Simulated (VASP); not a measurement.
# Ge (C2/m) in VASP: single point with r2SCAN

Aim: the single point of Ge with r2SCAN.

Everything below comes from runs of VASP 6.6.1. Logs are shortened: lines on timing, memory, paths and dates and some standing lists are left out, and cuts for length are marked.

### 1 The cell of the first run

The structure is monoclinic, space group C2/m (No. 12). Conventional cell: a = 5.205 Å, b = 2.794 Å, c = 2.700 Å, α = 90.00°, β = 94.30°, γ = 90.00°. Ge (site symmetry 2/m) has 8 Ge at 2.70 to 2.95 Å within 3.6 Å.

### 2 Single point, r2SCAN (strain +0.0750 x Voigt [0, 0, 0, 1, 0, 0])

POSCAR reads:

```
Ge
1.0
    1.3971490000     -2.6005160000     -0.0975193500
    1.3971490000      2.6005160000      0.0975193500
    0.0000000000      0.1011836625      2.6982310000
Ge
1
Direct
    0.5000000000      0.5000000000      0.0000000000
```

INCAR.step1 reads:

```
ALGO = Normal ; EDIFF = 1E-5
ENCUT = 550 ; GGA = PE
GGA_COMPAT = F ; ISMEAR = 0
LASPH = T ; LCHARG = F
LREAL = F ; LWAVE = T
NBANDS = 13 ; NELM = 120
PREC = Accurate ; SIGMA = 0.15
```

INCAR.step2 reads:

```
ALGO = Normal ; EDIFF = 1E-6
ENCUT = 550 ; GGA_COMPAT = F
ISIF = 2 ; ISMEAR = 0
ISTART = 1 ; LASPH = T
LCHARG = F ; LMIXTAU = T
LREAL = F ; LWAVE = F
METAGGA = R2SCAN ; NBANDS = 13
NELM = 120 ; PREC = Accurate
SIGMA = 0.15
```

KPOINTS reads:

```
k-points
0
Gamma
  20 20 18
```

Potentials or basis: VASP PAW PBE potentials, release 64 (Ge_d).

The run is started by

```bash
$ cat potpaw_PBE.64/Ge_d/POTCAR > POTCAR
$ cp INCAR.step1 INCAR
$ mpirun -np 1 vasp_std > vasp.out
$ cp INCAR.step2 INCAR
$ mpirun -np 1 vasp_std > vasp.out
```

OUTCAR:

```text
EDIFF = 1E-6
   ENCUT = 550
   ISIF = 2
   ISMEAR = 0
   ISTART = 1
   LASPH = T
   LREAL = F
   METAGGA = R2SCAN
   NELM = 120
   PREC = Accurate

 ion  position               nearest neighbor table
   1  0.500  0.500  0.000-

  LATTYP: Found a base centered monoclinic cell.
 ALAT       =     5.2046876909
 B/A-ratio  =     0.5368810130
 C/A-ratio  =     0.5187876175
 COS(beta)  =    -0.0748946794

  Lattice vectors:

 A1 = (  -1.3971490000,  -2.6005160000,  -0.0975193500)
 A2 = (   1.3971490000,  -2.6005160000,  -0.0975193500)
 A3 = (   0.0000000000,   0.1011836625,   2.6982310000)

Analysis of symmetry for initial positions (statically):
=====================================================================
 Subroutine PRICEL returns:
 Original cell was already a primitive cell.

 Routine SETGRP: Setting up the symmetry group for a
 base centered monoclinic supercell.

 Subroutine GETGRP returns: Found  4 space group operations
 (whereof  4 operations were pure point group operations)
 out of a pool of  4 trial point group operations.

The static configuration has the point symmetry C_2h.

Analysis of symmetry for dynamics (positions and initial velocities):
=====================================================================
 Subroutine PRICEL returns:
 Original cell was already a primitive cell.

 Routine SETGRP: Setting up the symmetry group for a
 base centered monoclinic supercell.

 Subroutine GETGRP returns: Found  4 space group operations
 (whereof  4 operations were pure point group operations)
 out of a pool of  4 trial point group operations.

The dynamic configuration has the point symmetry C_2h.

 Subroutine INISYM returns: Found  4 space group operations
 (whereof  4 operations are pure point group operations),
 and found     1 'primitive' translations

----------------------------------------------------------------------------------------

                                     Primitive cell

  volume of cell :      19.5794

  direct lattice vectors                    reciprocal lattice vectors
     1.397149000 -2.600516000 -0.097519350     0.357871637 -0.192540294  0.007220261
     1.397149000  2.600516000  0.097519350     0.357871637  0.192540294 -0.007220261
     0.000000000  0.101183662  2.698231000     0.000000000 -0.013917566  0.371135099

  length of vectors
     2.953678862  2.953678862  2.700127527     0.406443115  0.406443115  0.371395962

  position of ions in fractional coordinates (direct lattice)
     0.500000000  0.500000000  0.000000000

  ion indices of the primitive-cell ions
[... 83 lines left out ...]
   TEBEG  =    0.0;   TEEND  =   0.0 temperature during run
   PSTRESS=    0.0 pullay stress
   NELECT =      14.0000    total number of electrons
   NUPDOWN=      -1.0000    fix difference up-down
   EMIN   =  10.00;   EMAX   =-10.00  energy-range for DOS
   EFERMI =   0.00;   METHOD = LEGACY
   ISMEAR =     0;   SIGMA  =   0.15  broadening in eV -4-tet -1-fermi 0-gaus
   EFERMI_NEDOS =   21; number of points for ismear=-14 and -15
   IALGO  =     38    algorithm
   IMIX   =      4    mixing-type and parameters
     AMIX     =   0.40;   BMIX     =  1.00
     AMIX_MAG =   1.60;   BMIX_MAG =  1.00
  volume/ion in A,a.u.               =      19.58       132.13
  Fermi-wavevector in a.u.,A,eV,Ry     =   1.463920  2.766408 29.158138  2.143063
  Thomas-Fermi vector in A             =   2.579958
   LORBIT       =      0    0 simple, 1 ext, 2 COOP (PROOUT), +10 PAW based schemes
   METAGGA = R2SCAN    functional components
   LHFCALC =     F    Hartree Fock is set to
   AEXX    =    0.0000 exact exchange contribution
   IVDW    =     0    specifies the selected vdW correction
   LEPSILON=     F    determine dielectric tensor
   LRPA    =     F    only Hartree local field effects (RPA)
 non-spin polarized calculation
 Gauss-broadening in eV      SIGMA  =   0.15
  energy-cutoff  :      550.00
  volume of cell :       19.58
 maximum number of plane-waves:       590
   NGX = 11   NGY = 11   NGZ = 11

 number of electron      14.0000002 magnetization

 Free energy of the ion-electron system (eV)
  ---------------------------------------------------
  ext. energy  EPLUGINS =         0.00000000
  ---------------------------------------------------
  free energy    TOTEN  =       -13.46474734 eV

  energy without entropy =      -13.46055641  energy(sigma->0) =      -13.46265187

 E-fermi :   6.1355     XC(G=0): -12.0863

 val. band max:        6.1268360061   @ k =  -0.4500   0.0500   0.3889
 cond. band min:       6.1366020269   @ k =   0.2000   0.1500   0.1111
 fundamental gap:      0.0097660208
 Fermi energy:         6.1355071880

 k-point     1 :       0.0000    0.0000    0.0000
  band No.  band energies     occupation
      1     -19.3682      2.00000
      2     -19.3035      2.00000
      3     -19.2494      2.00000
      4     -19.1422      2.00000
      5     -19.1207      2.00000
      6      -7.3887      2.00000
      7      13.0725      0.00000
      8      13.7809      0.00000
      9      15.2318      0.00000
     10      16.7682      0.00000
     11      19.4522      0.00000
     12      21.9187      0.00000
     13      22.2633      0.00000
[... 354 lines left out ...]
  band No.  band energies     occupation
      1     -19.3362      2.00000
      2     -19.2684      2.00000
      3     -19.1925      2.00000
      4     -19.1642      2.00000
      5     -19.1464      2.00000
      6      -4.7092      2.00000
      7       4.8620      2.00000
      8       9.6786      0.00000
      9      15.4681      0.00000
     10      15.8789      0.00000
     11      20.4885      0.00000
     12      26.4606      0.00000
     13      28.3271      0.00000

 [... further k-points ...]

------------------------ aborting loop because EDIFF is reached ----------------------------------------

  FORCE on cell =-STRESS in cart. coord.  units (eV):
  Direction    XX          YY          ZZ          XY          YZ          ZX
  --------------------------------------------------------------------------------------
  -------------------------------------------------------------------------------------
  Total       -0.3060728     -0.4183423     -0.4071496      0.0000000     -0.3955661      0.0000000
  in kB      -25.0458078    -34.2327813    -33.3168845      0.0000000    -32.3690146      0.0000000
  external PRESSURE =     -30.8651579 kB  Pullay stress =       0.0000000 kB

 VOLUME and BASIS-vectors are now :
 -----------------------------------------------------------------------------
  energy-cutoff  :      550.00
  volume of cell :       19.58
      direct lattice vectors                 reciprocal lattice vectors
     1.397149000 -2.600516000 -0.097519350     0.357871637 -0.192540294  0.007220261
     1.397149000  2.600516000  0.097519350     0.357871637  0.192540294 -0.007220261
     0.000000000  0.101183662  2.698231000     0.000000000 -0.013917566  0.371135099

 POSITION                                       TOTAL-FORCE (eV/Angst)
 -----------------------------------------------------------------------------------
      1.39715      0.00000      0.00000         0.000000      0.000000      0.000000
 -----------------------------------------------------------------------------------
    total drift:                               -0.000000     -0.000000     -0.000000

  FREE ENERGIE OF THE ION-ELECTRON SYSTEM (eV)
  ---------------------------------------------------
  free  energy   TOTEN  =       -13.4647473370 eV

  energy  without entropy=      -13.4605564111  energy(sigma->0) =      -13.46265187
```

OUTCAR.step1:

```text
EDIFF = 1E-5
   ENCUT = 550
   GGA = PE
   ISMEAR = 0
   LASPH = T
[... 602 lines left out ...]

 POSITION                                       TOTAL-FORCE (eV/Angst)
 -----------------------------------------------------------------------------------
      1.39715      0.00000      0.00000        -0.000000     -0.000000      0.000000
 -----------------------------------------------------------------------------------
    total drift:                               -0.000000     -0.000000     -0.000000

  FREE ENERGIE OF THE ION-ELECTRON SYSTEM (eV)
  ---------------------------------------------------
  free  energy   TOTEN  =        -4.2605523202 eV

  energy  without entropy=       -4.2558871303  energy(sigma->0) =       -4.25821973
```

It took 26 min on 1 thread of Oxide Virtual Turin-like, shared host; peak memory 0.52 GiB.

Results:

* Free energy: -13.4647 eV
* Pressure: -3.1 GPa
* Band gap on the k mesh: zero (bands 7 and 8 overlap by 10.02 eV)

Stress tensor (GPa, compression positive):
```
-2.50  0.00  0.00
 0.00 -3.42 -3.24
 0.00 -3.24 -3.33
```

Caveat: the cell differs from its parent crystal (strain +0.0750 x Voigt [0, 0, 0, 1, 0, 0]); the cell stands under tension; the PAW data sets were made with another functional, which shifts forces and pressure a little.
